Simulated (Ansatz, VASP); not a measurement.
H: VASP beside Ansatz

```
H
1.0
    10.00000    0.00000    0.00000
     0.00000   10.50000    0.00000
     0.00000    0.00000   11.00000
H
2
Cartesian
  5.0000 5.2500 5.1300
  5.0000 5.2500 5.8700
```

Alike in both runs: task relaxation of the atoms; functional LDA; k mesh 1 × 1 × 1; occupations gaussian, width 0.01 eV; no spin polarisation.

|  | VASP | Ansatz |
| --- | --- | --- |
| version | VASP 6.6.1 | Ansatz 0.2.0 |
| potentials or method | VASP PAW LDA potentials, release 64 (H), cutoff 450 eV | scalar-relativistic, plane waves, PAW |
| valence electrons in the cell | 2 | 2 |

|  | VASP | Ansatz | Ansatz less VASP |
| --- | --- | --- | --- |
| gap on the k mesh at the Fermi level, each at its own relaxed structure (eV) | 10.00 | 10.00 | -0.007 |

LDA's correlation is that of Perdew and Zunger in VASP and of Perdew and Wang (1992) in Ansatz. Ansatz's warnings: stress scf threshold loose.
